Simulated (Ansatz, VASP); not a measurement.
**O in VASP and in Ansatz**

```xyz
2
Lattice="2.8514 -1.6624 0.0000 2.8514 1.6624 0.0000 -2.3945 0.0000 3.5012" Properties=species:S:1:pos:R:3 pbc="T T T"
O     3.5357    0.0000    2.9565
O    -0.2274    0.0000    0.5447
```

Alike in both runs: functional PBEsol; k mesh 8 × 8 × 6; occupations fermi-dirac, width 0.05 eV; no spin polarisation.

|  | VASP | Ansatz |
| --- | --- | --- |
| version | VASP 6.6.1 | Ansatz 0.2.0 |
| potentials or method | VASP PAW PBE potentials, release 64 (O) | Ansatz PAW |
| plane-wave cutoff (eV) | 520 | 420 |
| valence electrons in the cell | 12 | 12 |
| task | single point | band structure |

|  | VASP | Ansatz | Ansatz less VASP |
| --- | --- | --- | --- |
| gap on the k mesh at the Fermi level (eV) | none | none | - |
| pressure (GPa) | 5.2 | 2.1 | -3.13 |
| traceless stress, the component that is largest in VASP (GPa) | 11.16 | 5.82 | -5.342 |
| rms of the force components (eV/Å) | 2.410 | 1.354 | -1.0557 |

VASP's potentials were made for PBE, not for PBEsol. Atom by atom the forces differ by 1.056 eV/Å (rms over components). A gap of «none» marks a metal or a gap that the smearing closes.

Noted on VASP's run: the standard files for N, O and F lose accuracy on very short bonds; spin is off for a triplet molecule. Noted on Ansatz's run: spin is off for a triplet molecule.
